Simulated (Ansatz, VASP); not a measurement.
## BaTiO3 in VASP and in Ansatz

```
CELL_PARAMETERS angstrom
2.82767 1.63255 2.38726
-2.82767 1.63255 2.38726
0.00000 -3.26511 2.38726
ATOMIC_POSITIONS crystal
Ba 0.99486 0.99486 0.99486
Ti 0.48109 0.48109 0.48109
O 0.51242 0.51242 0.02052
O 0.02052 0.51242 0.51242
O 0.51242 0.02052 0.51242
```

Change from the starting cell: z stretched by +3 %, ions relaxed.

Alike in both runs: functional PBE; k mesh 8 × 8 × 8; occupations fermi-dirac, width 0.02 eV; no spin polarisation.

Ansatz relaxed the structure, and its values are those at the end. VASP's run is a single point on that final structure, the one shown.

|  | VASP | Ansatz |
| --- | --- | --- |
| version | VASP 6.6.1 | Ansatz 0.2.0 |
| potentials or method | VASP PAW PBE potentials, release 64 (Ba_sv, Ti_sv, O) | plane-wave PAW, scalar-relativistic |
| plane-wave cutoff (eV) | 520 | 420 |
| valence electrons in the cell | 40 | 40 |

VASP gave:

| Quantity | Value |
| --- | --- |
| gap on the k mesh at the Fermi level (eV) | 2.58 |
| pressure (GPa) | 3.3 |
| rms of the force components (eV/Å) | 0.036 |

Estimate Ansatz's values.

gap on the k mesh at the Fermi level (eV): 2.63; pressure (GPa): 1.7; rms of the force components (eV/Å): 0.002.

Ansatz's warnings: stress scf threshold loose.

Neither program's run includes spin-orbit coupling.
